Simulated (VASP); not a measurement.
# HfC (NiAs type) (P6_3/mmc) in VASP: single point with PBE

Aim: the single point of HfC (NiAs type) with PBE.

Everything below comes from runs of VASP 6.6.1. Logs are shortened: lines on timing, memory, paths and dates and some standing lists are left out, and cuts for length are marked.

## (1) The cell of the first run

Symmetry: P6_3/mmc, No. 194, hexagonal system. The conventional cell has a = 2.960 Å, b = 2.960 Å, c = 5.360 Å, α = 90.00°, β = 90.00°, γ = 120.00°. Within 3.0 Å of Hf (site symmetry -3m) lie 6 C at 2.17 Å and 8 Hf at 2.68 to 2.96 Å. C (site symmetry -6m2) has 6 Hf at 2.17 Å and 6 C at 2.96 Å within 3.0 Å.

## (2) Single point, PBE

The input, INCAR:

```
SYSTEM = HfC
ALGO = Normal
EDIFF = 1E-7
ENCUT = 520
GGA = PE
ISIF = 2
ISMEAR = -1
LASPH = .True.
LCHARG = .False.
LREAL = .False.
LWAVE = .False.
NBANDS = 22
NELM = 80
PREC = Accurate
SIGMA = 0.1
```

The input, KPOINTS:

```
k-points
0
Gamma
  10 10 6
  0 0 0
```

The input, POSCAR:

```
HfC
1.0
    2.9599179194      0.0000000000      0.0000000000
   -1.4799589597      2.5633641114      0.0000000000
    0.0000000000      0.0000000000      5.3603746755
Hf C
2 2
Direct
    0.0000000000      0.0000000000      0.0000000000
    0.0000000000      0.0000000000      0.5000000000
    0.3333333333      0.6666666667      0.2500000000
    0.6666666667      0.3333333333      0.7500000000
```

Potentials or basis: VASP PAW PBE potentials, release 64 (Hf_pv, C).

On the command line:

```
cat potpaw_PBE.64/Hf_pv/POTCAR potpaw_PBE.64/C/POTCAR > POTCAR
mpirun -np 1 vasp_std > vasp.out
```

OUTCAR:

```text
SYSTEM = HfC
   EDIFF = 1E-7
   ENCUT = 520
   GGA = PE
   ISIF = 2
   ISMEAR = -1
   LASPH = .True.
   LREAL = .False.
   NELM = 80
   PREC = Accurate

 ion  position               nearest neighbor table
   1  0.000  0.000  0.000-   3 2.17   4 2.17   4 2.17   3 2.17   4 2.17   3 2.17   2 2.68   2 2.68

   2  0.000  0.000  0.500-   3 2.17   4 2.17   4 2.17   3 2.17   4 2.17   3 2.17   1 2.68   1 2.68

   3  0.333  0.667  0.250-   1 2.17   2 2.17   1 2.17   2 2.17   1 2.17   2 2.17
   4  0.667  0.333  0.750-   1 2.17   2 2.17   1 2.17   2 2.17   1 2.17   2 2.17

  LATTYP: Found a hexagonal cell.
 ALAT       =     2.9599179194
 C/A-ratio  =     1.8109876089

  Lattice vectors:

 A1 = (   2.9599179194,   0.0000000000,   0.0000000000)
 A2 = (  -1.4799589597,   2.5633641114,   0.0000000000)
 A3 = (   0.0000000000,   0.0000000000,   5.3603746755)

Analysis of symmetry for initial positions (statically):
=====================================================================
 Subroutine PRICEL returns:
 Original cell was already a primitive cell.

 Routine SETGRP: Setting up the symmetry group for a
 hexagonal supercell.

 Subroutine GETGRP returns: Found 24 space group operations
 (whereof 12 operations were pure point group operations)
 out of a pool of 24 trial point group operations.

The static configuration has the point symmetry D_3d.
 The point group associated with its full space group is D_6h.

Analysis of symmetry for dynamics (positions and initial velocities):
=====================================================================
 Subroutine PRICEL returns:
 Original cell was already a primitive cell.

 Routine SETGRP: Setting up the symmetry group for a
 hexagonal supercell.

 Subroutine GETGRP returns: Found 24 space group operations
 (whereof 12 operations were pure point group operations)
 out of a pool of 24 trial point group operations.

The dynamic configuration has the point symmetry D_3d.
 The point group associated with its full space group is D_6h.

 Subroutine INISYM returns: Found 24 space group operations
 (whereof 12 operations are pure point group operations),
 and found     1 'primitive' translations

----------------------------------------------------------------------------------------

                                     Primitive cell
[... 92 lines left out ...]
   LASPH  =      T    aspherical Exc in radial PAW
   ENCUT  =  520.0 eV  38.22 Ry    6.18 a.u.   5.50  5.50  9.97*2*pi/ulx,y,z
   NELM   =     80;   NELMIN=  2; NELMDL= -5     # of ELM steps
   EDIFF  = 0.1E-06   stopping-criterion for ELM
   LREAL  =      F    real-space projection
   EDIFFG = 0.1E-05   stopping-criterion for IOM
   NSW    =      0    number of steps for IOM
   IBRION =     -1    ionic relax: 0-MD 1-quasi-New 2-CG
   NFREE  =      0    steps in history (QN), initial steepest desc. (CG)
   ISIF   =      2    stress and relaxation
   ISYM   =      2    0-nonsym 1-usesym 2-fastsym
   POTIM  = 0.5000    time-step for ionic-motion
   TEBEG  =    0.0;   TEEND  =   0.0 temperature during run
   PSTRESS=    0.0 pullay stress
   NELECT =      28.0000    total number of electrons
   NUPDOWN=      -1.0000    fix difference up-down
   EMIN   =  10.00;   EMAX   =-10.00  energy-range for DOS
   EFERMI =   0.00;   METHOD = LEGACY
   ISMEAR =    -1;   SIGMA  =   0.10  broadening in eV -4-tet -1-fermi 0-gaus
   EFERMI_NEDOS =   21; number of points for ismear=-14 and -15
   IALGO  =     38    algorithm
   IMIX   =      4    mixing-type and parameters
     AMIX     =   0.40;   BMIX     =  1.00
     AMIX_MAG =   1.60;   BMIX_MAG =  1.00
  volume/ion in A,a.u.               =      10.17        68.62
  Fermi-wavevector in a.u.,A,eV,Ry     =   1.445548  2.731689 28.430851  2.089609
  Thomas-Fermi vector in A             =   2.563717
   LORBIT       =      0    0 simple, 1 ext, 2 COOP (PROOUT), +10 PAW based schemes
   GGA     = PE    functional components
   LHFCALC =     F    Hartree Fock is set to
   AEXX    =    0.0000 exact exchange contribution
   IVDW    =     0    specifies the selected vdW correction
   LEPSILON=     F    determine dielectric tensor
   LRPA    =     F    only Hartree local field effects (RPA)
 non-spin polarized calculation
  energy-cutoff  :      520.00
  volume of cell :       40.67
 maximum number of plane-waves:      1124
 NGX is ok and might be reduce to    24
   NGX = 11   NGY = 11   NGZ = 19

 number of electron      28.0000000 magnetization

 Free energy of the ion-electron system (eV)
  ---------------------------------------------------
  ext. energy  EPLUGINS =         0.00000000
  ---------------------------------------------------
  free energy    TOTEN  =       -37.01028372 eV

  energy without entropy =      -36.97603563  energy(sigma->0) =      -36.99315967

 E-fermi :   7.6507     XC(G=0): -13.3239

 val. band max:        7.6298632035   @ k =   0.4000   0.2000   0.0000
 cond. band min:       7.6816992121   @ k =   0.2000   0.0000   0.0000
 fundamental gap:      0.0518360086
 Fermi energy:         7.6506860318

 k-point     1 :       0.0000    0.0000    0.0000
  band No.  band energies     occupation
      1     -22.8198      2.00000
      2     -21.0299      2.00000
      3     -21.0299      2.00000
      4     -20.7904      2.00000
      5     -20.7904      2.00000
      6     -20.6279      2.00000
[... 589 lines left out ...]
     21      17.3711      0.00000
     22      18.0135      0.00000

 [... further k-points ...]

------------------------ aborting loop because EDIFF is reached ----------------------------------------

  FORCE on cell =-STRESS in cart. coord.  units (eV):
  Direction    XX          YY          ZZ          XY          YZ          ZX
  --------------------------------------------------------------------------------------
  -------------------------------------------------------------------------------------
  Total       24.0475338     24.0475338     23.6766333      0.0000000     -0.0000000     -0.0000000
  in kB      947.3184849    947.3184850    932.7073848      0.0000000     -0.0000000     -0.0000000
  external PRESSURE =     942.4481182 kB  Pullay stress =       0.0000000 kB

 VOLUME and BASIS-vectors are now :
 -----------------------------------------------------------------------------
  energy-cutoff  :      520.00
  volume of cell :       40.67
      direct lattice vectors                 reciprocal lattice vectors
     2.959917919  0.000000000  0.000000000     0.337847206  0.195056176  0.000000000
    -1.479958960  2.563364111  0.000000000     0.000000000  0.390112351  0.000000000
     0.000000000  0.000000000  5.360374676     0.000000000  0.000000000  0.186554124

 POSITION                                       TOTAL-FORCE (eV/Angst)
 -----------------------------------------------------------------------------------
      0.00000      0.00000      0.00000         0.000000      0.000000     -0.000000
      0.00000      0.00000      2.68019         0.000000      0.000000     -0.000000
     -0.00000      1.70891      1.34009        -0.000000      0.000000      0.000000
      1.47996      0.85445      4.02028         0.000000     -0.000000     -0.000000
 -----------------------------------------------------------------------------------
    total drift:                               -0.000000      0.000000      0.000000

  FREE ENERGIE OF THE ION-ELECTRON SYSTEM (eV)
  ---------------------------------------------------
  free  energy   TOTEN  =       -37.0102837155 eV

  energy  without entropy=      -36.9760356302  energy(sigma->0) =      -36.99315967
```

Run time: 72 s. Hardware: 1 thread of Intel Xeon 8259CL, shared host; peak memory 0.19 GiB.

Results:

* Free energy: -37.0103 eV
* Pressure: 94.2 GPa
* Band gap on the k mesh: zero (bands 14 and 15 overlap by 2.02 eV)

Levels at points of the mesh, in eV from the Fermi level:
| k point | band 12 | band 13 | band 14 | band 15 | band 16 | band 17 |
| --- | --- | --- | --- | --- | --- | --- |
| (0.00, 0.00, 0.00) | -1.95 | 0.91 | 1.66 | 1.66 | 2.49 | 2.49 |
| (0.50, 0.00, 0.00) | -1.78 | -1.71 | -0.34 | 0.77 | 1.91 | 6.93 |
| (0.00, 0.00, 0.50) | -1.56 | -1.56 | -1.56 | 3.40 | 3.40 | 3.91 |
| (0.50, 0.00, 0.50) | -2.08 | -1.72 | -1.72 | 1.32 | 1.32 | 7.64 |

Caveat: the cell stands under pressure; spin-orbit coupling is left out, which moves the levels of the heavy elements.
